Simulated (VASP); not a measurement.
**Ni: single point with PBEsol**

Crystal: Ni.

```
CELL_PARAMETERS angstrom
-1.38372 1.38372 1.38372
1.38372 -1.38372 1.38372
1.38372 1.38372 -1.38372
ATOMIC_POSITIONS crystal
Ni 0.00000 0.00000 0.00000
```

```
Program             : VASP 6.6.1
Task                : single point
Functional          : PBEsol
Potentials or basis : VASP PAW PBE potentials, release 64 (Ni)
Cutoff              : 600 eV
k mesh              : 14 × 14 × 14
Occupations         : fermi-dirac, width 0.05 eV
Spin                : collinear spin, ferromagnetic start
Starting moments    : [2.0] μB
```

* Pressure: -3.0 GPa
* Net moment: 0.51 μB per cell
* Site moments: Ni +0.52 μB
* Valence electrons inside the program's atomic spheres: Ni 9.37

Levels at points of the mesh, in eV from the Fermi level:
Spin up:
| k point | band 2 | band 3 | band 4 | band 5 | band 6 | band 7 | band 8 | band 9 |
| --- | --- | --- | --- | --- | --- | --- | --- | --- |
| (0.00, 0.00, 0.00) | -2.34 | -2.34 | -2.34 | -0.86 | -0.86 | 26.70 | 26.70 | 26.70 |
| (0.50, 0.00, 0.00) | -3.30 | -0.95 | -0.70 | 0.01 | 0.19 | 6.67 | 19.31 | 20.37 |
| (0.50, 0.50, 0.50) | -4.32 | -0.22 | -0.22 | -0.22 | 9.89 | 9.89 | 9.89 | 15.92 |
Spin down:
| k point | band 2 | band 3 | band 4 | band 5 | band 6 | band 7 | band 8 | band 9 |
| --- | --- | --- | --- | --- | --- | --- | --- | --- |
| (0.00, 0.00, 0.00) | -1.73 | -1.73 | -1.73 | -0.40 | -0.40 | 26.63 | 26.63 | 26.63 |
| (0.50, 0.00, 0.00) | -2.74 | -0.43 | -0.23 | 0.18 | 0.70 | 7.00 | 19.27 | 20.46 |
| (0.50, 0.50, 0.50) | -4.01 | 0.46 | 0.46 | 0.46 | 9.93 | 9.93 | 9.93 | 16.04 |

Wall time 16 s on 1 thread of Intel(R) Xeon(R) 6975P-C (Granite Rapids), on a shared host, peak memory 0.15 GiB.

Caveat: the PAW data sets were made with another functional, which shifts forces and pressure a little.
